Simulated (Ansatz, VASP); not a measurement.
# SnSe: VASP beside Ansatz

File INCAR:

```
ALGO = Normal
EDIFF = 1E-6
ENCUT = 520
GGA = PE
ISIF = 2
ISMEAR = 0
LASPH = T
LCHARG = T
LELF = T
LREAL = F
LVHAR = T
LWAVE = F
NBANDS = 17
NELM = 100
PREC = Accurate
SIGMA = 0.05
```

KPOINTS

```
k-points
0
Gamma
  10 10 10
```

Contents of POSCAR:

```
SnSe
1.0
    0.0000000000      3.0099999632      3.0099999632
    3.0099999632      0.0000000000      3.0099999632
    3.0099999632      3.0099999632      0.0000000000
Sn Se
1 1
Direct
    0.0000000000      0.0000000000      0.0000000000
    0.5000000000      0.5000000000      0.5000000000
```

Input for Ansatz:

```yaml
crystal:
  lattice:
    - [0.0, 3.0099999632, 3.0099999632]
    - [3.0099999632, 0.0, 3.0099999632]
    - [3.0099999632, 3.0099999632, 0.0]
  atoms:
    - { symbol: Sn, position: [0.0, 0.0, 0.0] }
    - { symbol: Se, position: [0.5, 0.5, 0.5] }
basis:
  ecutwfc: 420
  ecutrho_ratio: 4
kpoints:
  mp_grid: { grid: [10, 10, 10] }
hamiltonian:
  xc: pbe
scf:
  occupations: { method: gaussian, width: 0.05 }
output:
  forces: true
  stress: true
  eigenvalues: true
```

Alike in both runs: task single point; functional PBE; k mesh 10 × 10 × 10; occupations gaussian, width 0.05 eV; no spin polarisation.

```csv
,VASP,Ansatz
version,VASP 6.6.1,Ansatz 0.2.0
potentials or method,"VASP PAW PBE potentials, release 64 (Sn_d, Se), cutoff 520 eV","scalar-relativistic, plane waves, PAW"
valence electrons in the cell,20,30
```

```csv
,VASP,Ansatz,Ansatz less VASP
gap on the k mesh at the Fermi level (eV),0.50,0.50,0.000
least direct gap on the mesh (eV),0.58,0.58,-0.001
pressure (GPa),1.0,1.0,+0.02
```

The functional is the same, so the differences come from potentials, cutoffs and numerics. VASP's potentials hold 20 valence electrons a cell and Ansatz's 30, so a difference there can come from the potentials and not from the codes.
